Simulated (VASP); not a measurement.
# Hg (P6_3/mmc) in VASP: notebook

Runs on Hg. Level: PBE. Tasks: single point, relaxation of cell and atoms.

All numbers are computed with VASP 6.6.1; they aren't measurements. Logs are shortened: lines on timing, memory, paths and dates and some standing lists are left out, and cuts for length are marked.

**1. The cell of the first run**

Symmetry: P6_3/mmc, No. 194, hexagonal system. Conventional cell: a = 3.602 Å, b = 3.602 Å, c = 5.579 Å, α = 90.00°, β = 90.00°, γ = 120.00°. Hg (site symmetry -6m2) has 12 Hg at 3.48 to 3.60 Å within 4.6 Å.

**2. Single point, PBE**

Input file INCAR:

```
SYSTEM = Hg
PREC = Accurate
ENCUT = 520
EDIFF = 1E-7
ISMEAR = 0
SIGMA = 0.1
LREAL = .FALSE.
LASPH = .TRUE.
NELM = 100
ALGO = Normal
ISIF = 2
LWAVE = .FALSE.
LCHARG = .FALSE.
GGA = PE
NBANDS = 19
```

Input file KPOINTS:

```
Automatic mesh
0
G
  18 18 10
  0 0 0
```

Input file POSCAR:

```
Hg
1.0
    3.6015447430      0.0000000000      0.0000000000
   -1.8007723715      3.1190292403      0.0000000000
    0.0000000000      0.0000000000      5.5793597265
Hg
2
Direct
    0.6666666667      0.3333333333      0.7500000000
    0.3333333333      0.6666666667      0.2500000000
```

Potentials or basis: VASP PAW PBE potentials, release 64 (Hg).

Command:

```
cat potpaw_PBE.64/Hg/POTCAR > POTCAR
mpirun -np 1 vasp_std > vasp.out
```

OUTCAR:

```text
SYSTEM = Hg
   PREC = Accurate
   ENCUT = 520
   EDIFF = 1E-7
   ISMEAR = 0
   LREAL = .FALSE.
   LASPH = .TRUE.
   NELM = 100
   ISIF = 2
   GGA = PE

 ion  position               nearest neighbor table
   1  0.667  0.333  0.750-   2 3.48   2 3.48   2 3.48   2 3.48   2 3.48   2 3.48
   2  0.333  0.667  0.250-   1 3.48   1 3.48   1 3.48   1 3.48   1 3.48   1 3.48

  LATTYP: Found a hexagonal cell.
 ALAT       =     3.6015447430
 C/A-ratio  =     1.5491574101

  Lattice vectors:

 A1 = (   3.6015447430,   0.0000000000,   0.0000000000)
 A2 = (  -1.8007723715,   3.1190292403,   0.0000000000)
 A3 = (   0.0000000000,   0.0000000000,   5.5793597265)

Analysis of symmetry for initial positions (statically):
=====================================================================
 Subroutine PRICEL returns:
 Original cell was already a primitive cell.

 Routine SETGRP: Setting up the symmetry group for a
 hexagonal supercell.

 Subroutine GETGRP returns: Found 24 space group operations
 (whereof 12 operations were pure point group operations)
 out of a pool of 24 trial point group operations.

The static configuration has the point symmetry D_3d.
 The point group associated with its full space group is D_6h.

Analysis of symmetry for dynamics (positions and initial velocities):
=====================================================================
 Subroutine PRICEL returns:
 Original cell was already a primitive cell.

 Routine SETGRP: Setting up the symmetry group for a
 hexagonal supercell.

 Subroutine GETGRP returns: Found 24 space group operations
 (whereof 12 operations were pure point group operations)
 out of a pool of 24 trial point group operations.

The dynamic configuration has the point symmetry D_3d.
 The point group associated with its full space group is D_6h.

 Subroutine INISYM returns: Found 24 space group operations
 (whereof 12 operations are pure point group operations),
 and found     1 'primitive' translations

----------------------------------------------------------------------------------------

                                     Primitive cell

  volume of cell :      62.6748

  direct lattice vectors                    reciprocal lattice vectors
     3.601544743  0.000000000  0.000000000     0.277658636  0.160306288  0.000000000
    -1.800772371  3.119029240  0.000000000     0.000000000  0.320612576  0.000000000
     0.000000000  0.000000000  5.579359726     0.000000000  0.000000000  0.179232035

  length of vectors
     3.601544743  3.601544743  5.579359726     0.320612576  0.320612576  0.179232035

  position of ions in fractional coordinates (direct lattice)
     0.666666667  0.333333333  0.750000000
     0.333333333  0.666666667  0.250000000

  ion indices of the primitive-cell ions
   primitive index   ion index
                 1           1
                 2           2

----------------------------------------------------------------------------------------

 KPOINTS: Automatic mesh

Automatic generation of k-mesh.
 Grid dimensions read from file:
 generate k-points for:   18   18   10

 Generating k-lattice:

  Cartesian coordinates                     Fractional coordinates (reciprocal lattice)
     0.015425480  0.008905905  0.000000000     0.055555556  0.000000000  0.000000000
     0.000000000  0.017811810  0.000000000     0.000000000  0.055555556  0.000000000
     0.000000000  0.000000000  0.017923204     0.000000000  0.000000000  0.100000000

  Length of vectors
     0.017811810  0.017811810  0.017923204

  Shift w.r.t. Gamma in fractional coordinates (k-lattice)
     0.000000000  0.000000000  0.000000000

 Subroutine IBZKPT returns following result:
 ===========================================

 Found    222 irreducible k-points:

 Following reciprocal coordinates:
            Coordinates               Weight
  0.000000  0.000000  0.000000      1.000000
  0.055556 -0.000000  0.000000      6.000000
  0.111111 -0.000000  0.000000      6.000000
  0.166667 -0.000000  0.000000      6.000000
  0.222222  0.000000  0.000000      6.000000
  0.277778  0.000000  0.000000      6.000000
[... 16 lines left out ...]
  0.333333  0.111111  0.000000     12.000000
  0.388889  0.111111  0.000000     12.000000
 [... further k-points ...]
   k-points           NKPTS =    222   k-points in BZ     NKDIM =    222   number of bands    NBANDS=     19
   number of dos      NEDOS =    301   number of ions     NIONS =      2
   total plane-waves  NPLWV =  32928
   dimension x,y,z NGX =    28 NGY =   28 NGZ =   42
   dimension x,y,z NGXF=    56 NGYF=   56 NGZF=   84
   ions per type =               2
   NGX,Y,Z   is equivalent  to a cutoff of  12.92, 12.92, 12.51 a.u.
   NGXF,Y,Z  is equivalent  to a cutoff of  25.85, 25.85, 25.03 a.u.
 SYSTEM =  Hg
   PREC   = accura    normal or accurate (medium, high low for compatibility)
   ISTART =      0    job   : 0-new  1-cont  2-samecut
   ICHARG =      2    charge: 1-file 2-atom 10-const
   ISPIN  =      1    spin polarized calculation?
   LNONCOLLINEAR =      F non collinear calculations
   LSORBIT =      F    spin-orbit coupling
   LASPH  =      T    aspherical Exc in radial PAW
   ENCUT  =  520.0 eV  38.22 Ry    6.18 a.u.   6.70  6.70 10.37*2*pi/ulx,y,z
   NELM   =    100;   NELMIN=  2; NELMDL= -5     # of ELM steps
   EDIFF  = 0.1E-06   stopping-criterion for ELM
   LREAL  =      F    real-space projection
   EDIFFG = 0.1E-05   stopping-criterion for IOM
   NSW    =      0    number of steps for IOM
   IBRION =     -1    ionic relax: 0-MD 1-quasi-New 2-CG
   NFREE  =      0    steps in history (QN), initial steepest desc. (CG)
   ISIF   =      2    stress and relaxation
   ISYM   =      2    0-nonsym 1-usesym 2-fastsym
   POTIM  = 0.5000    time-step for ionic-motion
   TEBEG  =    0.0;   TEEND  =   0.0 temperature during run
   PSTRESS=    0.0 pullay stress
   NELECT =      24.0000    total number of electrons
   NUPDOWN=      -1.0000    fix difference up-down
   EMIN   =  10.00;   EMAX   =-10.00  energy-range for DOS
   EFERMI =   0.00;   METHOD = LEGACY
   ISMEAR =     0;   SIGMA  =   0.10  broadening in eV -4-tet -1-fermi 0-gaus
   EFERMI_NEDOS =   21; number of points for ismear=-14 and -15
   IALGO  =     38    algorithm
   IMIX   =      4    mixing-type and parameters
     AMIX     =   0.40;   BMIX     =  1.00
     AMIX_MAG =   1.60;   BMIX_MAG =  1.00
  volume/ion in A,a.u.               =      31.34       211.48
  Fermi-wavevector in a.u.,A,eV,Ry     =   1.188815  2.246535 19.228865  1.413282
  Thomas-Fermi vector in A             =   2.324936
   LORBIT       =      0    0 simple, 1 ext, 2 COOP (PROOUT), +10 PAW based schemes
   GGA     = PE    functional components
   LHFCALC =     F    Hartree Fock is set to
   AEXX    =    0.0000 exact exchange contribution
   IVDW    =     0    specifies the selected vdW correction
   LEPSILON=     F    determine dielectric tensor
   LRPA    =     F    only Hartree local field effects (RPA)
 non-spin polarized calculation
 Gauss-broadening in eV      SIGMA  =   0.10
  energy-cutoff  :      520.00
  volume of cell :       62.67
 maximum number of plane-waves:      1725
 NGX is ok and might be reduce to    28
   NGX = 13   NGY = 13   NGZ = 21

 number of electron      24.0000005 magnetization

 Free energy of the ion-electron system (eV)
  ---------------------------------------------------
  ext. energy  EPLUGINS =         0.00000000
  ---------------------------------------------------
  free energy    TOTEN  =        -0.37814233 eV

  energy without entropy =       -0.37813219  energy(sigma->0) =       -0.37813726

 E-fermi :   0.4039     XC(G=0):  -9.3337

 val. band max:        0.2214950603   @ k =   0.2222   0.2222   0.0000
 cond. band min:       0.5333291669   @ k =   0.0000   0.0000   0.0000
 fundamental gap:      0.3118341066
 Fermi energy:         0.4039029985

 k-point     1 :       0.0000    0.0000    0.0000
  band No.  band energies     occupation
      1      -6.1928      2.00000
      2      -5.8722      2.00000
      3      -5.3842      2.00000
      4      -5.3842      2.00000
      5      -5.3521      2.00000
      6      -5.3011      2.00000
[... 11 lines left out ...]
     18      12.7418      0.00000
     19      13.3788      0.00000

 k-point     2 :       0.0556   -0.0000    0.0000
  band No.  band energies     occupation
      1      -6.1425      2.00000
      2      -5.8539      2.00000
      3      -5.4108      2.00000
      4      -5.3687      2.00000
      5      -5.3215      2.00000
      6      -5.3029      2.00000
[... 11 lines left out ...]
     18      13.3827      0.00000
     19      13.7482      0.00000

 k-point     3 :       0.1111   -0.0000    0.0000
  band No.  band energies     occupation
      1      -6.0008      2.00000
      2      -5.8060      2.00000
      3      -5.4405      2.00000
      4      -5.3236      2.00000
      5      -5.3147      2.00000
      6      -5.3109      2.00000
[... 11 lines left out ...]
     18      13.3007      0.00000
     19      13.6983      0.00000

 k-point     4 :       0.1667   -0.0000    0.0000
  band No.  band energies     occupation
      1      -5.8135      2.00000
      2      -5.7539      2.00000
      3      -5.4377      2.00000
      4      -5.3659      2.00000
      5      -5.3403      2.00000
      6      -5.3017      2.00000
[... 407 lines left out ...]
     18      10.3516      0.00000
     19      11.9622      0.00000

 k-point    23 :       0.3333    0.1111    0.0000
  band No.  band energies     occupation
      1      -5.7829      2.00000
      2      -5.6875      2.00000
      3      -5.6361      2.00000
      4      -5.4638      2.00000
      5      -5.2029      2.00000
      6      -5.1811      2.00000
[... 11 lines left out ...]
     18      10.0376      0.00000
     19      11.6997      0.00000

 k-point    24 :       0.3889    0.1111    0.0000
  band No.  band energies     occupation
      1      -5.8076      2.00000
      2      -5.7280      2.00000
      3      -5.6487      2.00000
      4      -5.4743      2.00000
      5      -5.2014      2.00000
      6      -5.1703      2.00000
[... 11 lines left out ...]
     18       9.8410      0.00000
     19      11.5434      0.00000

 [... further k-points ...]

------------------------ aborting loop because EDIFF is reached ----------------------------------------

  FORCE on cell =-STRESS in cart. coord.  units (eV):
  Direction    XX          YY          ZZ          XY          YZ          ZX
  --------------------------------------------------------------------------------------
  -------------------------------------------------------------------------------------
  Total        0.0003379      0.0003379      0.0102490      0.0000000      0.0000000      0.0000000
  in kB        0.0086389      0.0086389      0.2619994      0.0000000      0.0000000      0.0000000
  external PRESSURE =       0.0930924 kB  Pullay stress =       0.0000000 kB

 VOLUME and BASIS-vectors are now :
 -----------------------------------------------------------------------------
  energy-cutoff  :      520.00
  volume of cell :       62.67
      direct lattice vectors                 reciprocal lattice vectors
     3.601544743  0.000000000  0.000000000     0.277658636  0.160306288  0.000000000
    -1.800772371  3.119029240  0.000000000     0.000000000  0.320612576  0.000000000
     0.000000000  0.000000000  5.579359726     0.000000000  0.000000000  0.179232035

 POSITION                                       TOTAL-FORCE (eV/Angst)
 -----------------------------------------------------------------------------------
      1.80077      1.03968      4.18452        -0.000000      0.000000      0.000000
     -0.00000      2.07935      1.39484         0.000000      0.000000     -0.000000
 -----------------------------------------------------------------------------------
    total drift:                               -0.000000      0.000000     -0.000000

  FREE ENERGIE OF THE ION-ELECTRON SYSTEM (eV)
  ---------------------------------------------------
  free  energy   TOTEN  =        -0.3781423275 eV

  energy  without entropy=       -0.3781321936  energy(sigma->0) =       -0.37813726
```

It took 73 s on 1 thread of Intel Xeon 6975P-C (Granite Rapids), shared host; peak memory 0.33 GiB.

Results:

* Free energy: -0.3781 eV
* Pressure: 0.0 GPa
* Band gap on the k mesh: 0.31 eV, indirect (least direct gap 1.28 eV)

Caveat: spin-orbit coupling is left out, which moves the levels of the heavy elements. A k mesh can miss the band edges.

**3. Relaxation of cell and atoms, PBE**

This run uses another cell than the first one, of 28.48 Å³/atom, 0.909 times its volume.

Input file INCAR:

```
SYSTEM = Hg
ALGO = Normal ; EDIFF = 1E-7
EDIFFG = -0.01 ; ENCUT = 600
GGA = PE ; IBRION = 2
ISIF = 3 ; ISMEAR = 0
LASPH = .TRUE. ; LCHARG = .FALSE.
LREAL = .FALSE. ; LWAVE = .FALSE.
NELM = 100 ; NSW = 100
PREC = Accurate ; SIGMA = 0.1
```

Input file KPOINTS:

```
k-points
0
G
  18 18 10
  0 0 0
```

Input file POSCAR:

```
Hg
1.0
    3.4618096384      0.0000000000      0.0000000000
   -1.7309048192      2.9980150899      0.0000000000
    0.0000000000      0.0000000000      5.4875482800
Hg
2
Direct
    0.6666666700      0.3333333300      0.7500000000
    0.3333333300      0.6666666700      0.2500000000
```

Potentials or basis: VASP PAW PBE potentials, release 64 (Hg).

Command:

```
cat potpaw_PBE.64/Hg/POTCAR > POTCAR
mpirun -np 1 vasp_std > vasp.out
```

Wall time 6.6 min (1 thread of Intel Xeon 6975P-C (Granite Rapids), shared host); peak memory 0.36 GiB.

The run converged. Its results:

* Free energy: -0.3768 eV
* Relaxed volume: 31.53 Å³/atom
* Relaxed cell: a = 3.612 Å, b = 3.612 Å, c = 5.581 Å, α = 90.00°, β = 90.00°, γ = 120.00°
* Space group after relaxing (to 0.05 Å): P6_3/mmc (No. 194)
* Energy gained by relaxing: 9.2 meV/atom
* Ionic steps: 8
* Pressure after relaxing: 0.0 GPa
* Band gap on the k mesh: 0.35 eV, indirect (least direct gap 1.31 eV)

The path:
| step | energy change (eV) | largest force (eV/Å) | pressure (GPa) | volume (Å³) |
| --- | --- | --- | --- | --- |
| 1 | 0.0000 | 0.0000 | 1.08 | 56.95 |
| 2 | -0.0089 | 0.0000 | 0.72 | 58.55 |
| 3 | -0.0179 | 0.0000 | 0.09 | 62.25 |
| 4 | -0.0181 | 0.0000 | 0.00 | 62.87 |
| 5 | -0.0181 | 0.0000 | -0.01 | 62.99 |
| 6 | -0.0182 | 0.0000 | -0.02 | 63.00 |
| 7 | -0.0184 | 0.0000 | -0.02 | 63.02 |
| 8 | -0.0184 | 0.0000 | -0.02 | 63.05 |

Final structure:
```xyz
2
Lattice="3.6120 0.0000 0.0000 -1.8060 3.1280 0.0000 0.0000 0.0000 5.5806" Properties=species:S:1:pos:R:3 pbc="T T T"
Hg    1.8060    1.0427    4.1854
Hg    0.0000    2.0854    1.3951
```

Levels at points of the mesh, in eV from the valence-band top:
```csv
k point,band 8,band 9,band 10,band 11,band 12,band 13,band 14,band 15,band 16
"(0.00, 0.00, 0.00)",-5.48,-5.48,-5.02,-5.02,-0.97,0.35,10.25,10.25,12.28
"(0.50, 0.00, 0.00)",-5.06,-4.99,-4.94,-2.10,-1.32,2.68,3.74,4.39,6.38
"(0.00, 0.00, 0.50)",-5.15,-5.15,-5.15,-4.79,-4.79,6.78,6.78,11.23,11.23
"(0.50, 0.00, 0.50)",-5.02,-5.01,-5.01,-1.06,-1.06,0.81,0.81,8.13,8.13
```

Caveat: spin-orbit coupling is left out, which moves the levels of the heavy elements. A k mesh can miss the band edges.
